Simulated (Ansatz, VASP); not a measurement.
One calculation of SiC, two programs

File INCAR:

```
SYSTEM = SiC
PREC     = Accurate       ! precision mode
ENCUT    = 600            ! plane-wave cutoff, eV
EDIFF    = 1E-6           ! SCF threshold, eV
ISMEAR   = 1              ! smearing method
SIGMA    = 0.001          ! smearing width, eV
LREAL    = .FALSE.        ! projectors in reciprocal space
LASPH    = .TRUE.         ! aspherical terms in the spheres
NELM     = 120            ! most SCF steps
ALGO     = Normal         ! electronic algorithm
ISIF     = 2              ! what is computed and relaxed
LWAVE    = .FALSE.        ! write WAVECAR
LCHARG   = .FALSE.        ! write CHGCAR
GGA      = PS             ! functional
NBANDS   = 11             ! bands
GGA_COMPAT= .FALSE.
```

KPOINTS

```
Automatic mesh
0
G
  8 8 8
  0 0 0
```

Contents of POSCAR:

```
SiC
1.0
    0.0000000000      2.1780497564      2.1780497564
    2.1780497564      0.0000000000      2.1780497564
    2.1780497564      2.1780497564      0.0000000000
Si C
1 1
Direct
    0.2500000000      0.2500000000      0.2500000000
    0.0000000000      0.0000000000      0.0000000000
```

Input for Ansatz:

```yaml
crystal:
  lattice:
    - [0.0, 2.1780497564, 2.1780497564]
    - [2.1780497564, 0.0, 2.1780497564]
    - [2.1780497564, 2.1780497564, 0.0]
  atoms:
    - { symbol: Si, position: [0.25, 0.25, 0.25] }
    - { symbol: C, position: [0.0, 0.0, 0.0] }
kpoints:
  mp_grid: { grid: [8, 8, 8] }
hamiltonian:
  xc: pbesol
scf:
  occupations: { method: methfessel_paxton, width: 0.001 }
  n_extra_bands: 4
output:
  forces: true
  stress: true
  eigenvalues: true
```

Alike in both runs: task single point; functional PBEsol; k mesh 8 × 8 × 8; occupations methfessel-paxton of order 1, width 0.001 eV; no spin polarisation.

|  | VASP | Ansatz |
| --- | --- | --- |
| version | VASP 6.6.1 | Ansatz 0.2.0 |
| potentials or method | VASP PAW PBE potentials, release 64 (Si, C) | plane waves |
| plane-wave cutoff (eV) | 600 | 420 |
| valence electrons in the cell | 8 | 8 |

Ansatz gave:

```
gap on the k mesh at the Fermi level (eV) : 1.24
pressure (GPa)                            : 0.1
```

Problem. Which values does VASP return?

Solution. gap on the k mesh at the Fermi level (eV): 1.23; pressure (GPa): 0.3.

VASP's potentials were made for PBE, not for PBEsol. The functional is the same, so the differences come from potentials, cutoffs and numerics.
